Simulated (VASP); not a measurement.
Here is a VASP 6.6.1 calculation.

The input INCAR:

```
ALGO = Normal ; DIPOL = 0.5 0.5 0.283
EDIFF = 1E-6 ; ENCUT = 520
GGA = PE ; IDIPOL = 3
ISIF = 2 ; ISMEAR = 0
LASPH = T ; LCHARG = F
LDIPOL = T ; LREAL = Auto
LWAVE = F ; NBANDS = 52
NELM = 80 ; PREC = Accurate
SIGMA = 0.05
```

Contents of KPOINTS:

```
k-points
0
Gamma
  4 4 1
```

POSCAR

```
Si16CO
1.0
    7.7354121591      0.0000000000      0.0000000000
    0.0000000000      7.7354121591      0.0000000000
    0.0000000000      0.0000000000     22.1119221361
Si C O
16 1 1
Direct
    0.0000000000      0.2500000000      0.1808978874
    0.0000000000      0.7500000000      0.1808978874
    0.5000000000      0.2500000000      0.1808978874
    0.5000000000      0.7500000000      0.1808978874
    0.0000000000      0.0000000000      0.2427396662
    0.0000000000      0.5000000000      0.2427396662
    0.5000000000      0.0000000000      0.2427396662
    0.5000000000      0.5000000000      0.2427396662
    0.2500000000      0.0000000000      0.3062012287
    0.2500000000      0.5000000000      0.3062012287
    0.7500000000      0.0000000000      0.3062012287
    0.7500000000      0.5000000000      0.3062012287
    0.2500000000      0.2500000000      0.3668573942
    0.2500000000      0.7500000000      0.3668573942
    0.7500000000      0.2500000000      0.3668573942
    0.7500000000      0.7500000000      0.3668573942
    0.5000000000      0.7500000000      0.3257031248
    0.4899546056      0.7874899222      0.3763759678
```

Potentials or basis: VASP PAW PBE potentials, release 64 (Si, C, O).

Command:

```sh
$ cat potpaw_PBE.64/Si/POTCAR potpaw_PBE.64/C/POTCAR potpaw_PBE.64/O/POTCAR > POTCAR
$ mpirun -np 1 vasp_std > vasp.out
```

Q: What does it give for the band gap on the k mesh?

A: Zero (bands 37 and 38 overlap by 0.01 eV).

Q: Predict the largest force.

A: 10.853 eV/Å.

Forces on the atoms (eV/Å):
```
Si  -0.013  0.018  0.029
Si   0.009  0.021  0.232
Si   0.015 -0.022  0.003
Si   0.006 -0.045  0.253
Si   0.007  0.151 -0.125
Si   0.024 -0.001 -0.144
Si  -0.003  0.046 -0.197
Si  -0.004 -0.283 -0.365
Si  -0.546  0.560 -0.484
Si  -0.007 -0.543 -0.261
Si   0.394  0.513 -0.436
Si   0.012 -0.535 -0.280
Si   0.006 -0.023  0.167
Si  -1.779  0.036  0.110
Si  -0.016 -0.025  0.200
Si   1.262 -0.006  0.157
C    0.784 -1.885 -9.521
O   -0.153  2.024 10.662
```
